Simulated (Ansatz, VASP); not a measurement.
# BaMg3H3: VASP beside Ansatz

Contents of INCAR:

```
ALGO = Normal
EDIFF = 1E-6
ENCUT = 520
GGA = PE
ISIF = 2
ISMEAR = 0
LASPH = True
LCHARG = False
LREAL = False
LWAVE = False
NBANDS = 18
NELM = 80
PREC = Accurate
SIGMA = 0.1
```

The input KPOINTS:

```
k-points
0
Gamma
  4 4 4
```

Contents of POSCAR:

```
BaMg3H3
1.0
    4.7800026200      0.0000000000      0.0000000000
    0.0000000000      4.7800026200      0.0000000000
    0.0000000000      0.0000000000      5.7246768200
Ba Mg H
1 3 3
Direct
    0.0000000000      0.0000000000      0.4261544800
    0.5000000000      0.0000000000      0.0270343200
    0.0000000000      0.5000000000      0.0270343200
    0.5000000000      0.5000000000      0.3811027500
    0.5000000000      0.5000000000      0.8039672200
    0.5000000000      0.0000000000      0.4589806300
    0.0000000000      0.5000000000      0.4589806300
```

Input for Ansatz:

```yaml
crystal:
  lattice:
    - [4.78000262, 0.0, 0.0]
    - [0.0, 4.78000262, 0.0]
    - [0.0, 0.0, 5.72467682]
  atoms:
    - { symbol: Ba, position: [0.0, 0.0, 0.42615448] }
    - { symbol: Mg, position: [0.5, 0.0, 0.02703432] }
    - { symbol: Mg, position: [0.0, 0.5, 0.02703432] }
    - { symbol: Mg, position: [0.5, 0.5, 0.38110275] }
    - { symbol: H, position: [0.5, 0.5, 0.80396722] }
    - { symbol: H, position: [0.5, 0.0, 0.45898063] }
    - { symbol: H, position: [0.0, 0.5, 0.45898063] }
basis:
  ecutwfc: 420
kpoints:
  mp_grid: { grid: [4, 4, 4] }
hamiltonian:
  xc: pbe
scf:
  occupations: { method: gaussian, width: 0.1 }
  lower_state_search: "off"
output:
  forces: true
  stress: true
  eigenvalues: true
```

Alike in both runs: task single point; functional PBE; k mesh 4 × 4 × 4; occupations gaussian, width 0.1 eV; no spin polarisation.

```csv
,VASP,Ansatz
version,VASP 6.6.1,Ansatz 0.2.0
potentials or method,"VASP PAW PBE potentials, release 64 (Ba_sv, Mg, H), cutoff 520 eV","scalar-relativistic, plane waves, PAW"
valence electrons in the cell,19,43
```

Ansatz gave:

| Item | Value |
| --- | --- |
| gap on the k mesh at the Fermi level (eV) | none |
| pressure (GPa) | 1.9 |
| traceless stress, the component that is largest in VASP (GPa) | -0.80 |
| rms of the force components (eV/Å) | 0.521 |

Task: Estimate VASP's values.

Result: gap on the k mesh at the Fermi level (eV): none; pressure (GPa): 2.1; traceless stress, the component that is largest in VASP (GPa): -1.01; rms of the force components (eV/Å): 0.519.

Atom by atom the forces differ by 0.017 eV/Å (rms over components). A gap of «none» marks a metal or a gap that the smearing closes. VASP's potentials hold 19 valence electrons a cell and Ansatz's 43, so a difference there can come from the potentials and not from the codes.

Neither program's run includes spin-orbit coupling.
